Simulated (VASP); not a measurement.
The system is MgO.

```
CELL_PARAMETERS angstrom
3.30779 0.00000 0.00000
-1.65389 2.86463 0.00000
0.00000 0.00000 4.98288
ATOMIC_POSITIONS crystal
Mg 0.66667 0.33333 0.50216
Mg 0.33333 0.66667 0.00216
O 0.66667 0.33333 0.90244
O 0.33333 0.66667 0.40244
```

Base run:

```yaml
Program: VASP 6.6.1
Functional: r2SCAN
Potentials_or_basis: VASP PAW PBE potentials, release 64 (Mg, O)
Cutoff: 520 eV
k_mesh: 9 × 9 × 6
Occupations: fermi-dirac, width 0.05 eV
Spin: no spin polarisation
```

Its results: band gap on the k mesh 4.13 eV, direct; pressure -1.1 GPa; largest force 0.028 eV/Å.

Q: The run is repeated on the same cell with these changes: functional from r2SCAN to PBE. What comes out?

A: Band gap on the k mesh 3.46 eV, direct; pressure 2.9 GPa; largest force 0.008 eV/Å.

r2SCAN gives the wider gap, since meta-GGAs in the generalised Kohn-Sham scheme recover part of the derivative discontinuity.

Caveats: the PAW data sets were made with another functional, which shifts forces and pressure a little (some runs).

A k mesh can miss the band edges.
